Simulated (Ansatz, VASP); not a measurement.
**Two plane-wave programs on Nb**

```
Nb
1.0
    -1.65562    1.65562    1.65562
     1.65562   -1.65562    1.65562
     1.65562    1.65562   -1.65562
Nb
1
Direct
  0.00000 0.00000 0.00000
```

Alike in both runs: functional PBE; k mesh 18 × 18 × 18; occupations gaussian, width 0.1 eV; no spin polarisation.

Ansatz relaxed the structure, and its values are those at the end. VASP's run is a single point on that final structure, the one shown.

|  | VASP | Ansatz |
| --- | --- | --- |
| version | VASP 6.6.1 | Ansatz 0.2.0 |
| potentials or method | VASP PAW PBE potentials, release 64 (Nb_sv), cutoff 520 eV | scalar-relativistic, plane waves, PAW |
| valence electrons in the cell | 13 | 13 |

```csv
,VASP,Ansatz,Ansatz less VASP
gap on the k mesh at the Fermi level (eV),none,none,-
pressure (GPa),-0.3,0.0,+0.31
```

A gap of «none» marks a metal or a gap that the smearing closes.
